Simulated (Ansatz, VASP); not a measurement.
## MgAlC6N6: VASP beside Ansatz

```
Mg Al C N
1.0
     0.00000    5.12000    5.12000
     5.12000    0.00000    5.12000
     5.12000    5.12000    0.00000
Mg Al C N
1 1 6 6
Direct
  0.50000 0.50000 0.50000
  0.00000 0.00000 0.00000
  0.81689 0.18311 0.18311
  0.18311 0.81689 0.18311
  0.18311 0.18311 0.81689
  0.18311 0.81689 0.81689
  0.81689 0.18311 0.81689
  0.81689 0.81689 0.18311
  0.70264 0.29736 0.29736
  0.29736 0.70264 0.29736
  0.29736 0.29736 0.70264
  0.29736 0.70264 0.70264
  0.70264 0.29736 0.70264
  0.70264 0.70264 0.29736
```

Alike in both runs: task single point; functional PBE; k mesh 4 × 4 × 4; occupations gaussian, width 0.1 eV; no spin polarisation.

```csv
,VASP,Ansatz
version,VASP 6.6.1,Ansatz 0.2.0
potentials or method,"VASP PAW PBE potentials, release 64 (Mg, Al, C, N), cutoff 520 eV","scalar-relativistic, plane waves, PAW"
valence electrons in the cell,59,67
```

|  | VASP | Ansatz | Ansatz less VASP |
| --- | --- | --- | --- |
| gap on the k mesh at the Fermi level (eV) | none | none | - |
| pressure (GPa) | 8.7 | 8.3 | -0.34 |
| rms of the force components (eV/Å) | 1.271 | 1.450 | +0.1792 |

Atom by atom the forces differ by 0.207 eV/Å (rms over components). A gap of «none» marks a metal or a gap that the smearing closes. VASP's potentials hold 59 valence electrons a cell and Ansatz's 67, so a difference there can come from the potentials and not from the codes.

Noted on VASP's run: the standard files for N, O and F lose accuracy on very short bonds.
